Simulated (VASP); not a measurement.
Al, 2 atoms in the cell. It takes space group P6_3/mmc (No. 194, hexagonal). The conventional cell has a = 2.813 Å, b = 2.813 Å, c = 4.526 Å, α = 90.00°, β = 90.00°, γ = 120.00°. Within 3.7 Å of Al (site symmetry -6m2) lie 12 Al at 2.79 to 2.81 Å.  This cell differs from its parent crystal: volume scaled by 0.92.

- Program: VASP 6.6.1
- Task: single point
- Functional: revPBE
- Potentials or basis: VASP PAW PBE potentials, release 64 (Al)
- Cutoff: 520 eV
- k mesh: 14 × 14 × 8
- Occupations: fermi-dirac, width 0.1 eV
- Spin: no spin polarisation
- Dipole correction: no
- Further INCAR settings: ALGO = Normal; EDIFF = 1e-07; NBANDS = 10

Potentials or basis: VASP PAW PBE potentials, release 64 (Al).

Command:

```console
$ cat potpaw_PBE.64/Al/POTCAR > POTCAR
$ mpirun -np 1 vasp_std > vasp.out
```

Hardware: 1 thread of Intel(R) Xeon(R) 6975P-C (Granite Rapids), on a shared host.

Estimate the wall time of this run.

It took 11 s on 1 thread of Intel(R) Xeon(R) 6975P-C (Granite Rapids), with other jobs on the host, peak memory 0.16 GiB. Counts: scf iterations 12, k points 120.
